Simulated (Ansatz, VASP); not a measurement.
# As: VASP beside Ansatz

INCAR

```
PREC = Accurate
ENCUT = 500
EDIFF = 1E-6
ISMEAR = -1
SIGMA = 0.23
LREAL = F
LASPH = T
NELM = 120
ALGO = Normal
ISIF = 2
LWAVE = F
LCHARG = T
GGA = PE
LELF = T
LVHAR = T
NBANDS = 12
GGA_COMPAT = F
```

Contents of KPOINTS:

```
regular mesh
0
Gamma
  6 6 6
```

Contents of POSCAR:

```
As
1.0
    1.8797494575      1.0852738553      3.4857700000
   -1.8797494575      1.0852738553      3.4857700000
    0.0000000000     -2.1705477106      3.4857700000
As
2
Direct
    0.2275400000      0.2275400000      0.2275400000
    0.7724600000      0.7724600000      0.7724600000
```

Input for Ansatz:

```yaml
crystal:
  lattice:
    - [1.8797494575, 1.0852738553, 3.48577]
    - [-1.8797494575, 1.0852738553, 3.48577]
    - [0.0, -2.1705477106, 3.48577]
  atoms:
    - { symbol: As, position: [0.22754, 0.22754, 0.22754] }
    - { symbol: As, position: [0.77246, 0.77246, 0.77246] }
basis:
  ecutwfc: 440
kpoints:
  mp_grid: { grid: [6, 6, 6] }
hamiltonian:
  xc: pbe
scf:
  occupations: { method: fermi_dirac, width: 0.23 }
output:
  forces: true
  stress: true
  eigenvalues: true
```

Alike in both runs: task single point; functional PBE; k mesh 6 × 6 × 6; occupations fermi-dirac, width 0.23 eV; no spin polarisation.

|  | VASP | Ansatz |
| --- | --- | --- |
| version | VASP 6.6.1 | Ansatz 0.2.0 |
| potentials or method | VASP PAW PBE potentials, release 64 (As), cutoff 500 eV | scalar-relativistic, plane waves, PAW |
| valence electrons in the cell | 10 | 30 |

VASP gave:

```
gap on the k mesh at the Fermi level (eV)                     : none
pressure (GPa)                                                : 3.7
traceless stress, the component that is largest in VASP (GPa) : -0.76
rms of the force components (eV/Å)                            : 0.132
```

Problem. What did Ansatz give for the same quantities?

Solution. gap on the k mesh at the Fermi level (eV): none; pressure (GPa): 3.4; traceless stress, the component that is largest in VASP (GPa): -0.68; rms of the force components (eV/Å): 0.100.

Atom by atom the forces differ by 0.032 eV/Å (rms over components). A gap of «none» marks a metal or a gap that the smearing closes. With one functional, cell and mesh, what is left measures potentials, basis and numerics. VASP's potentials hold 10 valence electrons a cell and Ansatz's 30, so a difference there can come from the potentials and not from the codes.
